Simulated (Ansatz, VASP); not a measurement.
# BeS: VASP beside Ansatz

```xyz
2
Lattice="0.0000 2.3146 2.3146 2.3146 0.0000 2.3146 2.3146 2.3146 0.0000" Properties=species:S:1:pos:R:3 pbc="T T T"
Be    0.0000    0.0000    0.0000
S     2.3146    2.3146    2.3146
```

Alike in both runs: functional PBE; k mesh 16 × 16 × 16; occupations fermi-dirac, width 0.08 eV; no spin polarisation.

Ansatz relaxed the structure, and its values are those at the end. VASP's run is a single point on that final structure, the one shown.

|  | VASP | Ansatz |
| --- | --- | --- |
| version | VASP 6.6.1 | Ansatz 0.2.0 |
| potentials or method | VASP PAW PBE potentials, release 64 (Be, S) | PAW with Ansatz's default frozen-core files, scalar-relativistic |
| plane-wave cutoff (eV) | 520 | 420 |
| valence electrons in the cell | 8 | 8 |

Ansatz gave:

| Property | Result |
| --- | --- |
| pressure (GPa) | 0.0 |

Q: Which values does VASP return?

A: Pressure (GPa): -0.1.
